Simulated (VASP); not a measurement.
# SrTiO3 (I4/mcm) in VASP: single point with PBE

Aim: the single point of SrTiO3 with PBE.

Program: VASP 6.6.1. These are calculated values, not measurements. Logs are shortened: lines on timing, memory, paths and dates and some standing lists are left out, and cuts for length are marked.

## Step 1: The cell of the first run

Symmetry: I4/mcm, No. 140, tetragonal system. Conventional cell: a = 5.555 Å, b = 5.555 Å, c = 7.893 Å, α = 90.00°, β = 90.00°, γ = 90.00°. Sr (site symmetry -42m) has 12 O at 2.67 to 2.91 Å and 8 Ti at 3.41 Å within 3.5 Å. Within 2.6 Å of Ti (site symmetry 4/m) lie 6 O at 1.97 Å. O (site symmetry 422) has 2 Ti at 1.97 Å within 2.6 Å. O (site symmetry m2m) has 2 Ti at 1.97 Å and 4 Sr at 2.67 to 2.91 Å and 8 O at 2.79 Å within 3.0 Å.

## Step 2: Single point, PBE

INCAR reads:

```
SYSTEM = SrTiO3
  PREC = Accurate
  ENCUT = 520
  EDIFF = 1E-7
  ISMEAR = 0
  SIGMA = 0.02
  LREAL = .FALSE.
  LASPH = .TRUE.
  NELM = 80
  ALGO = Normal
  ISIF = 2
  LWAVE = .FALSE.
  LCHARG = .FALSE.
  GGA = PE
  NBANDS = 51
```

KPOINTS reads:

```
regular mesh
0
G
  8 8 8
  0 0 0
```

POSCAR reads:

```
SrTiO3
1.0
   -2.7777167035      2.7777167035      3.9464444977
    2.7777167035     -2.7777167035      3.9464444977
    2.7777167035      2.7777167035     -3.9464444977
Sr Ti O
2 2 6
Direct
    0.7500000000      0.2500000000      0.5000000000
    0.2500000000      0.7500000000      0.5000000000
    0.0000000000      0.0000000000      0.0000000000
    0.5000000000      0.5000000000      0.0000000000
    0.2500000000      0.2500000000      0.0000000000
    0.7500000000      0.7500000000      0.0000000000
    0.7281975658      0.2281975658      0.9563951317
    0.2281975658      0.2718024342      0.5000000000
    0.2718024342      0.7718024342      0.0436048683
    0.7718024342      0.7281975658      0.5000000000
```

Potentials or basis: VASP PAW PBE potentials, release 64 (Sr_sv, Ti_sv, O).

The run is started by

```sh
$ cat potpaw_PBE.64/Sr_sv/POTCAR potpaw_PBE.64/Ti_sv/POTCAR potpaw_PBE.64/O/POTCAR > POTCAR
$ mpirun -np 1 vasp_std > vasp.out
```

OUTCAR:

```text
SYSTEM = SrTiO3
   PREC = Accurate
   ENCUT = 520
   EDIFF = 1E-7
   ISMEAR = 0
   LREAL = .FALSE.
   LASPH = .TRUE.
   NELM = 80
   ISIF = 2
   GGA = PE

 ion  position               nearest neighbor table
   1  0.750  0.250  0.500-   9 2.67   8 2.67  10 2.67   7 2.67   5 2.78   6 2.78   6 2.78   5 2.78
                             7 2.91   9 2.91   8 2.91  10 2.91   4 3.41   3 3.41   4 3.41   3 3.41
   2  0.250  0.750  0.500-   7 2.67   8 2.67  10 2.67   9 2.67   5 2.78   6 2.78   5 2.78   6 2.78
                             9 2.91   7 2.91  10 2.91   8 2.91   4 3.41   3 3.41   4 3.41   3 3.41
   3  0.000  0.000  0.000-   7 1.97   9 1.97   8 1.97  10 1.97   5 1.97   6 1.97   1 3.41   1 3.41
                             2 3.41   2 3.41   1 3.41   2 3.41   1 3.41   2 3.41
   4  0.500  0.500  0.000-   7 1.97   9 1.97  10 1.97   8 1.97   5 1.97   6 1.97   1 3.41   1 3.41
                             2 3.41   2 3.41   2 3.41   1 3.41   2 3.41   1 3.41
   5  0.250  0.250  0.000-   3 1.97   4 1.97   1 2.78   2 2.78   2 2.78   1 2.78
   6  0.750  0.750  0.000-   3 1.97   4 1.97   1 2.78   2 2.78   1 2.78   2 2.78
   7  0.728  0.228  0.956-   3 1.97   4 1.97   2 2.67   1 2.67   1 2.91   2 2.91
   8  0.228  0.272  0.500-   4 1.97   3 1.97   1 2.67   2 2.67   1 2.91   2 2.91
   9  0.272  0.772  0.044-   3 1.97   4 1.97   1 2.67   2 2.67   2 2.91   1 2.91
  10  0.772  0.728  0.500-   3 1.97   4 1.97   1 2.67   2 2.67   1 2.91   2 2.91

  LATTYP: Found a body centered tetragonal cell.
 ALAT       =     5.5554334070
 C/A-ratio  =     1.4207512569

  Lattice vectors:

 A1 = (  -2.7777167035,   2.7777167035,   3.9464444977)
 A2 = (   2.7777167035,  -2.7777167035,   3.9464444977)
 A3 = (   2.7777167035,   2.7777167035,  -3.9464444977)

Analysis of symmetry for initial positions (statically):
=====================================================================
 Subroutine PRICEL returns:
 Original cell was already a primitive cell.

 Routine SETGRP: Setting up the symmetry group for a
 body centered tetragonal supercell.

 Subroutine GETGRP returns: Found 16 space group operations
 (whereof  8 operations were pure point group operations)
 out of a pool of 16 trial point group operations.

The static configuration has the point symmetry C_4h.
 The point group associated with its full space group is D_4h.

Analysis of symmetry for dynamics (positions and initial velocities):
=====================================================================
 Subroutine PRICEL returns:
 Original cell was already a primitive cell.

 Routine SETGRP: Setting up the symmetry group for a
 body centered tetragonal supercell.

 Subroutine GETGRP returns: Found 16 space group operations
 (whereof  8 operations were pure point group operations)
 out of a pool of 16 trial point group operations.

The dynamic configuration has the point symmetry C_4h.
 The point group associated with its full space group is D_4h.

 Subroutine INISYM returns: Found 16 space group operations
 (whereof  8 operations are pure point group operations),
 and found     1 'primitive' translations

----------------------------------------------------------------------------------------

                                     Primitive cell

  volume of cell :     121.7985

  direct lattice vectors                    reciprocal lattice vectors
    -2.777716703  2.777716703  3.946444498     0.000000000  0.180003958  0.126696321
     2.777716703 -2.777716703  3.946444498     0.180003958  0.000000000  0.126696321
     2.777716703  2.777716703 -3.946444498     0.180003958  0.180003958  0.000000000

  length of vectors
     5.568289176  5.568289176  5.568289176     0.220121291  0.220121291  0.254564038

  position of ions in fractional coordinates (direct lattice)
     0.750000000  0.250000000  0.500000000
     0.250000000  0.750000000  0.500000000
     0.000000000  0.000000000  0.000000000
     0.500000000  0.500000000  0.000000000
     0.250000000  0.250000000  0.000000000
     0.750000000  0.750000000  0.000000000
     0.728197566  0.228197566  0.956395132
     0.228197566  0.271802434  0.500000000
     0.271802434  0.771802434  0.043604868
     0.771802434  0.728197566  0.500000000

  ion indices of the primitive-cell ions
   primitive index   ion index
                 1           1
                 2           2
                 3           3
                 4           4
                 5           5
                 6           6
                 7           7
                 8           8
                 9           9
                10          10

----------------------------------------------------------------------------------------

 KPOINTS: regular mesh

Automatic generation of k-mesh.
 Grid dimensions read from file:
 generate k-points for:    8    8    8

 Generating k-lattice:

  Cartesian coordinates                     Fractional coordinates (reciprocal lattice)
     0.000000000  0.022500495  0.015837040     0.125000000  0.000000000  0.000000000
     0.022500495  0.000000000  0.015837040     0.000000000  0.125000000  0.000000000
     0.022500495  0.022500495  0.000000000     0.000000000  0.000000000  0.125000000

  Length of vectors
     0.027515161  0.027515161  0.031820505

  Shift w.r.t. Gamma in fractional coordinates (k-lattice)
     0.000000000  0.000000000  0.000000000

 Subroutine IBZKPT returns following result:
 ===========================================

 Found     59 irreducible k-points:

 Following reciprocal coordinates:
            Coordinates               Weight
  0.000000  0.000000  0.000000      1.000000
  0.125000  0.000000  0.000000      8.000000
  0.250000  0.000000  0.000000      8.000000
  0.375000  0.000000  0.000000      8.000000
  0.500000  0.000000  0.000000      4.000000
  0.125000  0.125000  0.000000      8.000000
[... 16 lines left out ...]
  0.250000  0.125000  0.125000     16.000000
  0.375000  0.125000  0.125000      8.000000
 [... further k-points ...]
   k-points           NKPTS =     59   k-points in BZ     NKDIM =     59   number of bands    NBANDS=     51
   number of dos      NEDOS =    301   number of ions     NIONS =     10
   total plane-waves  NPLWV =  74088
   dimension x,y,z NGX =    42 NGY =   42 NGZ =   42
   dimension x,y,z NGXF=    84 NGYF=   84 NGZF=   84
   ions per type =               2   2   6
   NGX,Y,Z   is equivalent  to a cutoff of  12.54, 12.54, 12.54 a.u.
   NGXF,Y,Z  is equivalent  to a cutoff of  25.08, 25.08, 25.08 a.u.
 SYSTEM =  SrTiO3
   PREC   = accura    normal or accurate (medium, high low for compatibility)
   ISTART =      0    job   : 0-new  1-cont  2-samecut
   ICHARG =      2    charge: 1-file 2-atom 10-const
   ISPIN  =      1    spin polarized calculation?
   LNONCOLLINEAR =      F non collinear calculations
   LSORBIT =      F    spin-orbit coupling
   LASPH  =      T    aspherical Exc in radial PAW
   ENCUT  =  520.0 eV  38.22 Ry    6.18 a.u.  10.35 10.35 10.35*2*pi/ulx,y,z
   NELM   =     80;   NELMIN=  2; NELMDL= -5     # of ELM steps
   EDIFF  = 0.1E-06   stopping-criterion for ELM
   LREAL  =      F    real-space projection
   EDIFFG = 0.1E-05   stopping-criterion for IOM
   NSW    =      0    number of steps for IOM
   IBRION =     -1    ionic relax: 0-MD 1-quasi-New 2-CG
   NFREE  =      0    steps in history (QN), initial steepest desc. (CG)
   ISIF   =      2    stress and relaxation
   ISYM   =      2    0-nonsym 1-usesym 2-fastsym
   POTIM  = 0.5000    time-step for ionic-motion
   TEBEG  =    0.0;   TEEND  =   0.0 temperature during run
   PSTRESS=    0.0 pullay stress
   NELECT =      80.0000    total number of electrons
   NUPDOWN=      -1.0000    fix difference up-down
   EMIN   =  10.00;   EMAX   =-10.00  energy-range for DOS
   EFERMI =   0.00;   METHOD = LEGACY
   ISMEAR =     0;   SIGMA  =   0.02  broadening in eV -4-tet -1-fermi 0-gaus
   EFERMI_NEDOS =   21; number of points for ismear=-14 and -15
   IALGO  =     38    algorithm
   IMIX   =      4    mixing-type and parameters
     AMIX     =   0.40;   BMIX     =  1.00
     AMIX_MAG =   1.60;   BMIX_MAG =  1.00
  volume/ion in A,a.u.               =      12.18        82.19
  Fermi-wavevector in a.u.,A,eV,Ry     =   1.423063  2.689200 27.553280  2.025109
  Thomas-Fermi vector in A             =   2.543701
   LORBIT       =      0    0 simple, 1 ext, 2 COOP (PROOUT), +10 PAW based schemes
   GGA     = PE    functional components
   LHFCALC =     F    Hartree Fock is set to
   AEXX    =    0.0000 exact exchange contribution
   IVDW    =     0    specifies the selected vdW correction
   LEPSILON=     F    determine dielectric tensor
   LRPA    =     F    only Hartree local field effects (RPA)
 non-spin polarized calculation
 Gauss-broadening in eV      SIGMA  =   0.02
  energy-cutoff  :      520.00
  volume of cell :      121.80
 maximum number of plane-waves:      3295
 NGX is ok and might be reduce to    42
   NGX = 21   NGY = 21   NGZ = 21

 number of electron      80.0000030 magnetization

 Free energy of the ion-electron system (eV)
  ---------------------------------------------------
  ext. energy  EPLUGINS =         0.00000000
  ---------------------------------------------------
  free energy    TOTEN  =       -80.21365200 eV

  energy without entropy =      -80.21365200  energy(sigma->0) =      -80.21365200

 E-fermi :   4.1003     XC(G=0): -11.1531

 val. band max:        3.8892564413   @ k =  -0.1250   0.1250   0.0000
 cond. band min:       5.7861170333   @ k =   0.0000   0.0000   0.0000
 fundamental gap:      1.8968605920
 Fermi energy:         4.1002799392

 k-point     1 :       0.0000    0.0000    0.0000
  band No.  band energies     occupation
      1     -52.6290      2.00000
      2     -52.6250      2.00000
      3     -28.9152      2.00000
      4     -28.9134      2.00000
      5     -28.9134      2.00000
      6     -28.8590      2.00000
[... 43 lines left out ...]
     50       9.6295      0.00000
     51      10.0763      0.00000
[... 1240 lines left out ...]
     50      10.7633      0.00000
     51      11.5004      0.00000

 [... further k-points ...]
[... 5 lines left out ...]
  --------------------------------------------------------------------------------------
  -------------------------------------------------------------------------------------
  Total        0.4617213      0.4617213      0.4813716      0.0000000      0.0000000      0.0000000
  in kB        6.0736337      6.0736337      6.3321200      0.0000000      0.0000000      0.0000000
  external PRESSURE =       6.1597958 kB  Pullay stress =       0.0000000 kB

 VOLUME and BASIS-vectors are now :
 -----------------------------------------------------------------------------
  energy-cutoff  :      520.00
  volume of cell :      121.80
      direct lattice vectors                 reciprocal lattice vectors
    -2.777716703  2.777716703  3.946444498     0.000000000  0.180003958  0.126696321
     2.777716703 -2.777716703  3.946444498     0.180003958  0.000000000  0.126696321
     2.777716703  2.777716703 -3.946444498     0.180003958  0.180003958  0.000000000

 POSITION                                       TOTAL-FORCE (eV/Angst)
 -----------------------------------------------------------------------------------
     -0.00000      2.77772      1.97322        -0.000000     -0.000000      0.000000
      2.77772     -0.00000      1.97322        -0.000000     -0.000000      0.000000
      0.00000      0.00000      0.00000        -0.000000     -0.000000      0.000000
      0.00000      0.00000      3.94644        -0.000000     -0.000000      0.000000
      0.00000      0.00000      1.97322        -0.000000     -0.000000      0.000000
      0.00000      0.00000      5.91967        -0.000000     -0.000000      0.000000
      1.26774      4.04545     -0.00000         0.002633      0.002633      0.000000
      1.50998      1.26774      0.00000        -0.002633      0.002633      0.000000
      1.50998     -1.26774      3.94644        -0.002633     -0.002633     -0.000000
      1.26774      1.50998      3.94644         0.002633     -0.002633      0.000000
 -----------------------------------------------------------------------------------
    total drift:                               -0.000000      0.000000      0.000000

  FREE ENERGIE OF THE ION-ELECTRON SYSTEM (eV)
  ---------------------------------------------------
  free  energy   TOTEN  =       -80.2136520014 eV

  energy  without entropy=      -80.2136520014  energy(sigma->0) =      -80.21365200
```

Wall time 9.5 min (1 thread of Intel Xeon Platinum 8375C at 2.90GHz (Ice Lake), shared host); peak memory 0.45 GiB.

What came out:

```yaml
Free_energy: -80.2137 eV
Pressure: 0.6 GPa
Largest_force: 0.004 eV/Å
Band_gap_on_the_k_mesh: 1.90 eV
```

Forces in eV/Å, atoms in the order of the input:
```
Sr   0.000  0.000  0.000
Sr   0.000  0.000  0.000
Ti   0.000  0.000  0.000
Ti   0.000  0.000  0.000
O    0.000  0.000  0.000
O    0.000  0.000  0.000
O    0.003  0.003  0.000
O   -0.003  0.003  0.000
O   -0.003 -0.003  0.000
O    0.003 -0.003  0.000
```
